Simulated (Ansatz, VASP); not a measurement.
## Two plane-wave programs on SnO2

INCAR

```
SYSTEM = SnO2
ALGO = Normal
EDIFF = 1E-6
ENCUT = 520
GGA = CA
ISIF = 2
ISMEAR = 0
LASPH = .TRUE.
LCHARG = .FALSE.
LREAL = .FALSE.
LWAVE = .FALSE.
NBANDS = 35
NELM = 60
PREC = Accurate
SIGMA = 0.05
```

KPOINTS

```
k-points
0
G
  10 10 10
  0 0 0
```

POSCAR

```
SnO2
1.0
   -1.9861130355      2.1350715132      5.0901677926
    1.9861130355     -2.1350715132      5.0901677926
    1.9861130355      2.1350715132     -5.0901677926
Sn O
2 4
Direct
    0.7500000000      0.2500000000      0.5000000000
    0.0000000000      0.0000000000      0.0000000000
    0.7969975836      0.7969975836      0.0000000000
    0.9530024164      0.4530024164      0.5000000000
    0.2030024164      0.2030024164      0.0000000000
    0.5469975836      0.0469975836      0.5000000000
```

Input for Ansatz:

```yaml
crystal:
  lattice:
    - [-1.9861130355, 2.1350715132, 5.0901677926]
    - [1.9861130355, -2.1350715132, 5.0901677926]
    - [1.9861130355, 2.1350715132, -5.0901677926]
  atoms:
    - { symbol: Sn, position: [0.75, 0.25, 0.5] }
    - { symbol: Sn, position: [0.0, 0.0, 0.0] }
    - { symbol: O, position: [0.7969975836, 0.7969975836, 0.0] }
    - { symbol: O, position: [0.9530024164, 0.4530024164, 0.5] }
    - { symbol: O, position: [0.2030024164, 0.2030024164, 0.0] }
    - { symbol: O, position: [0.5469975836, 0.0469975836, 0.5] }
basis:
  ecutwfc: 420
kpoints:
  mp_grid: { grid: [10, 10, 10] }
hamiltonian:
  xc: lda
scf:
  occupations: { method: gaussian, width: 0.05 }
output:
  forces: true
  stress: true
  eigenvalues: true
```

Change from the starting cell: strain +0.0750 x Voigt [0, 1, 0, 0, 0, 0], atoms carried along.

Alike in both runs: task single point; functional LDA; k mesh 10 × 10 × 10; occupations gaussian, width 0.05 eV; no spin polarisation.

```csv
,VASP,Ansatz
version,VASP 6.6.1,Ansatz 0.2.0
potentials or method,"VASP PAW LDA potentials, release 64 (Sn_d, O), cutoff 520 eV","scalar-relativistic, plane waves, PAW"
valence electrons in the cell,52,52
```

```csv
,VASP,Ansatz,Ansatz less VASP
gap on the k mesh at the Fermi level (eV),1.16,1.14,-0.021
least direct gap on the mesh (eV),1.23,1.21,-0.022
pressure (GPa),-8.5,-9.2,-0.68
"traceless stress, the component that is largest in VASP (GPa)",-10.50,-10.11,+0.390
rms of the force components (eV/Å),0.446,0.447,+0.0007
```

LDA's correlation is that of Perdew and Zunger in VASP and of Perdew and Wang (1992) in Ansatz. Atom by atom the forces differ by 0.023 eV/Å (rms over components).
